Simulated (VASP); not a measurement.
Wanted: the native input for a VASP 6.6.1 run.

* Task: single point
* Functional: PBE
* Potentials or basis: VASP PAW PBE potentials, release 64 (Cu, Ni)
* Cutoff: 520 eV
* k mesh: 18 × 18 × 4
* Occupations: gaussian, width 0.1 eV
* Spin: no spin polarisation
* Dipole correction: no
* Further INCAR settings: ALGO = Fast; EDIFF = 1e-06; NBANDS = 42

The structure of Cu5Ni lies in POSCAR:

```
Cu5Ni
1.0
    2.5240405782      0.0000000000      0.0000000000
   -1.2620202891      2.1858832609      0.0000000000
    0.0000000000      0.0000000000     12.3683359534
Cu Ni
5 1
Direct
    0.3333333333      0.6666666667      0.8359257964
    0.6666666667      0.3333333333      0.6679532067
    0.0000000000      0.0000000000      0.5000000000
    0.3333333333      0.6666666667      0.3320467933
    0.6666666667      0.3333333333      0.1640742036
    0.0000000000      0.0000000000      0.0000000000
```

This cell differs from its parent crystal: volume scaled by 0.97, then relaxed in part.

One way to write it, as run:

INCAR

```
ALGO = Fast
EDIFF = 1E-6
ENCUT = 520
GGA = PE
ISIF = 2
ISMEAR = 0
LASPH = True
LCHARG = True
LELF = True
LREAL = False
LVHAR = True
LWAVE = False
NBANDS = 42
NELM = 60
PREC = Accurate
SIGMA = 0.1
```

KPOINTS

```
k-points
0
Gamma
  18 18 4
```

Potentials or basis: VASP PAW PBE potentials, release 64 (Cu, Ni).

The run is started by

```console
$ cat potpaw_PBE.64/Cu/POTCAR potpaw_PBE.64/Ni/POTCAR > POTCAR
$ mpirun -np 1 vasp_std > vasp.out
```

It gave:

```yaml
Pressure: 5.4 GPa
Largest_force: 0.011 eV/Å
```

It took 8.8 min on 1 thread of Intel Xeon 6975P-C, with other jobs on the host, peak memory 0.43 GiB.
